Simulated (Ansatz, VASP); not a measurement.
## CdSe in VASP and in Ansatz

```xyz
4
Lattice="4.3021 0.0000 0.0000 -2.1511 3.7258 0.0000 0.0000 0.0000 7.0215" Properties=species:S:1:pos:R:3 pbc="T T T"
Cd    0.0000    2.4838   -0.3263
Cd    2.1511    1.2419    3.1845
Se    0.0000    2.4838    2.9663
Se    2.1511    1.2419    6.4771
```

Change from the starting cell: polar distortion scaled by 0.25.

Alike in both runs: task single point; functional PBEsol; k mesh 9 × 9 × 6; no spin polarisation.

|  | VASP | Ansatz |
| --- | --- | --- |
| version | VASP 6.6.1 | Ansatz 0.2.0 |
| potentials or method | VASP PAW PBE potentials, release 64 (Cd, Se), cutoff 520 eV | scalar-relativistic, plane waves, PAW |
| occupations | gaussian, width 0.01 eV | fixed |
| valence electrons in the cell | 36 | 72 |

```csv
,VASP,Ansatz,Ansatz less VASP
gap on the k mesh at the Fermi level (eV),0.86,0.85,-0.008
least direct gap on the mesh (eV),0.86,0.85,-0.008
pressure (GPa),3.7,3.3,-0.44
"traceless stress, the component that is largest in VASP (GPa)",-6.18,-5.84,+0.339
rms of the force components (eV/Å),0.273,0.265,-0.0081
```

VASP's potentials were made for PBE, not for PBEsol, and Ansatz warns of the same on its side. Atom by atom the forces differ by 0.008 eV/Å (rms over components). VASP's potentials hold 36 valence electrons a cell and Ansatz's 72, so a difference there can come from the potentials and not from the codes.
